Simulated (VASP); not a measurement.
A run of VASP 6.6.1 is set up as follows.

Contents of INCAR:

```
SYSTEM = Nb
  ALGO = Normal
  EDIFF = 1E-6
  ENCUT = 500
  GGA = PS
  GGA_COMPAT = .FALSE.
  ISIF = 2
  ISMEAR = 0
  LASPH = .TRUE.
  LCHARG = .TRUE.
  LELF = .TRUE.
  LREAL = .FALSE.
  LVHAR = .TRUE.
  LWAVE = .FALSE.
  NBANDS = 12
  NELM = 120
  PREC = Accurate
  SIGMA = 0.15
```

File KPOINTS:

```
k-points
0
G
  20 20 20
  0 0 0
```

POSCAR

```
Nb
1.0
    0.0000000000      2.0092500000      2.1678750000
    2.0092500000      0.0000000000      2.1678750000
    2.0092500000      2.0092500000      0.0000000000
Nb
1
Direct
    0.0000000000      0.0000000000      0.0000000000
```

Potentials or basis: VASP PAW PBE potentials, release 64 (Nb_sv).

The run is started by

```sh
$ cat potpaw_PBE.64/Nb_sv/POTCAR > POTCAR
$ mpirun -np 1 vasp_std > vasp.out
```

What does it give for the pressure?

5.3 GPa.

Predict the band gap on the k mesh.

zero (an odd number of electrons rules out a gap without spin polarisation).

Stress tensor (GPa, compression positive):
```
-0.25  0.00  0.00
 0.00 -0.25  0.00
 0.00  0.00 16.32
```

Caveat: the cell differs from its parent crystal (strain -0.050 along x and y, +0.025 along z); the stress differs along the axes, from -0 to 16 GPa; the PAW data sets were made with another functional, which shifts forces and pressure a little.
